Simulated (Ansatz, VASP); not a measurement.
## One calculation of Ir, two programs

INCAR

```
PREC = Accurate ; ENCUT = 520
EDIFF = 1E-6 ; ISMEAR = 0
SIGMA = 0.15 ; LREAL = F
LASPH = T ; NELM = 60
ALGO = Fast ; ISIF = 2
LWAVE = F ; LCHARG = F
GGA = CA ; NBANDS = 10
```

The input KPOINTS:

```
regular mesh
0
Gamma
  20 20 20
```

Contents of POSCAR:

```
Ir
1.0
   -0.2095945338      1.6958103189      1.6958103189
    1.6958103189     -0.2095945338      1.6958103189
    1.9054048527      1.9054048527     -0.4191890676
Ir
1
Direct
    0.0000000000      0.0000000000      0.0000000000
```

Input for Ansatz:

```yaml
crystal:
  lattice:
    - [-0.2095945338, 1.6958103189, 1.6958103189]
    - [1.6958103189, -0.2095945338, 1.6958103189]
    - [1.9054048527, 1.9054048527, -0.4191890676]
  atoms:
    - { symbol: Ir, position: [0.0, 0.0, 0.0] }
basis:
  ecutwfc: 420
kpoints:
  mp_grid: { grid: [20, 20, 20] }
hamiltonian:
  xc: lda
scf:
  occupations: { method: gaussian, width: 0.15 }
output:
  forces: true
  stress: true
  eigenvalues: true
```

Change from the starting cell: engineering shear strain xz -0.2200, engineering shear strain yz -0.2200.

Alike in both runs: task single point; functional LDA; k mesh 20 × 20 × 20; occupations gaussian, width 0.15 eV; no spin polarisation.

```csv
,VASP,Ansatz
version,VASP 6.6.1,Ansatz 0.2.0
potentials or method,"VASP PAW LDA potentials, release 64 (Ir), cutoff 520 eV","scalar-relativistic, plane waves, PAW"
valence electrons in the cell,9,17
```

```tsv
	VASP	Ansatz	Ansatz less VASP
gap on the k mesh at the Fermi level (eV)	none	none	-
pressure (GPa)	54.3	51.2	-3.13
traceless stress, the component that is largest in VASP (GPa)	49.20	48.63	-0.572
```

LDA's correlation is that of Perdew and Zunger in VASP and of Perdew and Wang (1992) in Ansatz. A gap of «none» marks a metal or a gap that the smearing closes. Both programs put the cell under a high pressure, so it lies far from rest at this level. VASP's potentials hold 9 valence electrons a cell and Ansatz's 17, so a difference there can come from the potentials and not from the codes.

Neither program's run includes spin-orbit coupling.
